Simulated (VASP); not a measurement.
Crystal: Ir.

```xyz
1
Lattice="0.0000 1.8709 1.8709 1.8709 0.0000 1.8709 1.8709 1.8709 0.0000" Properties=species:S:1:pos:R:3 pbc="T T T"
Ir    0.0000    0.0000    0.0000
```

This cell differs from its parent crystal: volume 13.098 Å^3 an atom, c/a of the conventional cell 1.0000.

Base run:

* Program: VASP 6.6.1
* Functional: LDA
* Potentials or basis: VASP PAW LDA potentials, release 64 (Ir_sv_GW)
* Cutoff: 500 eV
* k mesh: 22 × 22 × 22
* Occupations: gaussian, width 0.15 eV
* Spin: no spin polarisation

Its results: pressure 24.0 GPa.

Problem. The run is repeated on the same cell with these changes: potentials or basis from VASP PAW LDA potentials, release 64 (Ir_sv_GW) to VASP PAW LDA potentials, release 64 (Ir); cutoff from 500 eV to 520 eV; further incar settings from ALGO = Normal; EDIFF = 1e-06; NBANDS = 14 to ALGO = Fast; EDIFF = 1e-07; NBANDS = 10; valence electrons from 17 to 9. What comes out?

Solution. Pressure 29.1 GPa.
